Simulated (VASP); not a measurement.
A run of VASP 6.6.1:

File INCAR:

```
SYSTEM = PbO
ALGO = Normal ; EDIFF = 1E-7
ENCUT = 520 ; GGA = PE
ISIF = 2 ; ISMEAR = 0
LASPH = .True. ; LCHARG = .True.
LELF = .True. ; LREAL = .False.
LVHAR = .True. ; LWAVE = .False.
NBANDS = 28 ; NELM = 60
PREC = Accurate ; SIGMA = 0.01
```

File KPOINTS:

```
k-points
0
Gamma
  6 6 4
  0 0 0
```

The input POSCAR:

```
PbO
1.0
    3.9804039041      0.0000000000      0.0000000000
    0.0000000000      3.9804039041      0.0000000000
    0.0000000000      0.0000000000      5.0009130147
Pb O
2 2
Direct
    0.0000000000      0.5000000000      0.2366325594
    0.5000000000      0.0000000000      0.7633674406
    0.0000000000      0.0000000000      0.0000000000
    0.5000000000      0.5000000000      0.0000000000
```

Potentials or basis: VASP PAW PBE potentials, release 64 (Pb_d, O).

Launch:

```sh
$ cat potpaw_PBE.64/Pb_d/POTCAR potpaw_PBE.64/O/POTCAR > POTCAR
$ mpirun -np 1 vasp_std > vasp.out
```

Hardware: 1 thread of AMD EPYC 7R13 (shared host).

Q: Estimate the wall time of this run.

A: Wall time 2.2 min on 1 thread of AMD EPYC 7R13, on a shared host, peak memory 0.18 GiB. Counts: scf iterations 16, k points 30.
